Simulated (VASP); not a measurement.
Set up this calculation in VASP 6.6.1, as the native input.

```yaml
Task: relaxation of cell and atoms
Functional: PBEsol
Potentials_or_basis: VASP PAW PBE potentials, release 64 (Ca_sv, O)
Cutoff: 600 eV
k_mesh: 12 × 12 × 12
Occupations: fermi-dirac, width 0.08 eV
Spin: no spin polarisation
Dipole_correction: no
Further_INCAR_settings: ALGO = Normal; EDIFF = 1e-07; IBRION = 2; EDIFFG = -0.002; NSW = 100; ISIF = 3
```

The structure of CaO lies in POSCAR:

```
CaO
1.0
    0.0000000000      2.4065000000      2.4065000000
    2.4065000000      0.0000000000      2.4065000000
    2.4065000000      2.4065000000      0.0000000000
Ca O
1 1
Direct
    0.0000000000      0.0000000000      0.0000000000
    0.5000000000      0.5000000000      0.5000000000
```

These files were run (other wordings do the same):

INCAR

```
PREC = Accurate ; ENCUT = 600
EDIFF = 1E-7 ; ISMEAR = -1
SIGMA = 0.08 ; LREAL = F
LASPH = T ; NELM = 80
ALGO = Normal ; ISIF = 3
LWAVE = F ; LCHARG = F
GGA = PS ; IBRION = 2
NSW = 100 ; EDIFFG = -0.002
```

KPOINTS

```
regular mesh
0
Gamma
  12 12 12
```

Potentials or basis: VASP PAW PBE potentials, release 64 (Ca_sv, O).

Command:

```bash
$ cat potpaw_PBE.64/Ca_sv/POTCAR potpaw_PBE.64/O/POTCAR > POTCAR
$ mpirun -np 1 vasp_std > vasp.out
```

It gave:

```
Relaxed volume                        : 13.61 Å³/atom
Relaxed cell                          : a = 3.376 Å, b = 3.376 Å, c = 3.376 Å, α = 60.00°, β = 60.00°, γ = 60.00°
Space group after relaxing (to 0.1 Å) : Fm-3m (No. 225)
Energy gained by relaxing             : 2.8 meV/atom
Ionic steps                           : 3
Pressure after relaxing               : 0.0 GPa
Band gap on the k mesh                : 3.53 eV (least direct gap 3.90 eV)
```

Caveat: the PAW data sets were made with another functional, which shifts forces and pressure a little.

Run time: 2.5 min on 1 thread of Intel Xeon 8259CL (shared host), peak memory 0.19 GiB.
